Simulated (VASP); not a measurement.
MgO (zincblende type), 2 atoms in the cell. It takes space group F-43m (No. 216, cubic). The conventional cell has a = 4.049 Å, b = 4.049 Å, c = 4.049 Å, α = 90.00°, β = 90.00°, γ = 90.00°. Within 2.3 Å of Mg (site symmetry -43m) lie 4 O at 1.75 Å. O (site symmetry -43m) has 4 Mg at 1.75 Å within 2.3 Å.  This cell differs from its parent crystal: volume scaled by 0.72.

* Program: VASP 6.6.1
* Task: single point
* Functional: LDA
* Potentials or basis: VASP PAW LDA potentials, release 64 (Mg, O)
* Cutoff: 600 eV
* k mesh: 16 × 16 × 16
* Occupations: fermi-dirac, width 0.05 eV
* Spin: no spin polarisation
* Dipole correction: no
* Further INCAR settings: ALGO = Normal; EDIFF = 1e-06; NBANDS = 11

Potentials or basis: VASP PAW LDA potentials, release 64 (Mg, O).

The run is started by

```console
$ cat potpaw_LDA.64/Mg/POTCAR potpaw_LDA.64/O/POTCAR > POTCAR
$ mpirun -np 1 vasp_std > vasp.out
```

Hardware: 1 thread of Intel Xeon 6975P-C, with other jobs on the host.

**Question.** How long does it take, and how much memory?

**Answer.** It took 18 s on 1 thread of Intel Xeon 6975P-C, with other jobs on the host, peak memory 0.15 GiB. Counts: scf iterations 12, k points 145.
